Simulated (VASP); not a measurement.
Here is a VASP 6.6.1 calculation.

The input INCAR:

```
SYSTEM = Al
  ALGO = Normal
  EDIFF = 1E-7
  ENCUT = 520
  GGA = CA
  ISIF = 2
  ISMEAR = 0
  LASPH = .TRUE.
  LCHARG = .TRUE.
  LELF = .TRUE.
  LREAL = .FALSE.
  LVHAR = .TRUE.
  LWAVE = .FALSE.
  NBANDS = 10
  NELM = 60
  PREC = Accurate
  SIGMA = 0.15
```

Contents of KPOINTS:

```
k-points
0
G
  18 18 10
  0 0 0
```

File POSCAR:

```
Al
1.0
    2.7184000000      0.0000000000      0.0000000000
   -1.3592000000      2.3542034577      0.0000000000
    0.0000000000      0.0000000000      4.7448000000
Al
2
Direct
    0.6666666667      0.3333333333      0.7500000000
    0.3333333333      0.6666666667      0.2500000000
```

Potentials or basis: VASP PAW LDA potentials, release 64 (Al).

Run with:

```bash
$ cat potpaw_LDA.64/Al/POTCAR > POTCAR
$ mpirun -np 1 vasp_std > vasp.out
```

(1) What does it give for the pressure?

(2) What does it give for the band gap on the k mesh?

Answers

(1) 4.9 GPa.

(2) zero (band 3 reaches 12.44 eV, above the bottom of band 4 at 5.52 eV).
